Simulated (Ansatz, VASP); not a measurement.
# Sr: VASP beside Ansatz

File INCAR:

```
PREC = Accurate ; ENCUT = 520
EDIFF = 1E-6 ; ISMEAR = -1
SIGMA = 0.08 ; LREAL = F
LASPH = T ; NELM = 80
ALGO = Normal ; ISIF = 2
LWAVE = F ; LCHARG = F
GGA = PE ; NBANDS = 17
```

KPOINTS

```
regular mesh
0
Gamma
  11 11 11
```

The input POSCAR:

```
Sr
1.0
    0.0000000000      4.8456021022      4.7369859305
    4.8456021022      0.0000000000      4.7369859305
    4.8456021022      4.8456021022      0.0000000000
Sr
2
Direct
    0.0000000000      0.0000000000      0.0000000000
    0.2500000000      0.2500000000      0.2500000000
```

Input for Ansatz:

```yaml
crystal:
  lattice:
    - [0.0, 4.8456021022, 4.7369859305]
    - [4.8456021022, 0.0, 4.7369859305]
    - [4.8456021022, 4.8456021022, 0.0]
  atoms:
    - { symbol: Sr, position: [0.0, 0.0, 0.0] }
    - { symbol: Sr, position: [0.25, 0.25, 0.25] }
kpoints:
  mp_grid: { grid: [11, 11, 11] }
scf:
  occupations: { method: fermi_dirac, width: 0.08 }
hamiltonian:
  xc: pbe
  pseudopotentials: { kind: all_electron, lapw: { basis_error: 0.00025 } }
output:
  forces: true
  stress: true
  eigenvalues: true
```

Change from the starting cell: z stretched by -1.5 % at fixed volume.

Alike in both runs: task single point; functional PBE; k mesh 11 × 11 × 11; occupations fermi-dirac, width 0.08 eV; no spin polarisation.

|  | VASP | Ansatz |
| --- | --- | --- |
| version | VASP 6.6.1 | Ansatz 0.2.0 |
| potentials or method | VASP PAW PBE potentials, release 64 (Sr_sv), cutoff 520 eV | all-electron LAPW, scalar-relativistic |

|  | VASP | Ansatz | Ansatz less VASP |
| --- | --- | --- | --- |
| pressure (GPa) | 0.0 | 0.0 | 0.00 |

Ansatz ran all-electron here, and VASP with PAW potentials.
